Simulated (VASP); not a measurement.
Set up this calculation in VASP 6.6.1, as the native input.

```
Task                   : single point
Functional             : PBE
Dispersion             : D3(BJ)
Potentials or basis    : VASP PAW PBE potentials, release 64 (C)
Cutoff                 : 520 eV
k mesh                 : 21 × 21 × 1
Occupations            : gaussian, width 0.1 eV
Spin                   : no spin polarisation
Dipole correction      : yes
Further INCAR settings : ALGO = Normal; EDIFF = 1e-06; NBANDS = 11
```

The structure of C lies in POSCAR:

```
C
1.0
    2.3760000000      0.0000000000      0.0000000000
   -1.1880000000      2.0576763594      0.0000000000
    0.0000000000      0.0000000000     26.0024170307
C
2
Direct
    0.6666666667      0.3333333333      0.5109797485
    0.3333333333      0.6666666667      0.4890202515
```

The input as run:

INCAR

```
PREC = Accurate ; ENCUT = 520
EDIFF = 1E-6 ; ISMEAR = 0
SIGMA = 0.1 ; LREAL = False
LASPH = True ; NELM = 100
ALGO = Normal ; ISIF = 2
LWAVE = False ; LCHARG = False
LDIPOL = True ; IDIPOL = 3
DIPOL = 0.5 0.5 0.500 ; GGA = PE
IVDW = 12 ; NBANDS = 11
```

KPOINTS

```
regular mesh
0
Gamma
  21 21 1
```

Potentials or basis: VASP PAW PBE potentials, release 64 (C).

Launch:

```sh
$ cat potpaw_PBE.64/C/POTCAR > POTCAR
$ mpirun -np 1 vasp_std > vasp.out
```

Results of the run:

```yaml
Largest_force: 9.949 eV/Å
Band_gap_on_the_k_mesh: zero (bands 4 and 5 overlap by 0.32 eV)
Dispersion_energy_per_atom: -0.086 eV
```

Wall time 120 s on 1 thread of Intel Xeon 8259CL, with other jobs on the host, peak memory 0.26 GiB.
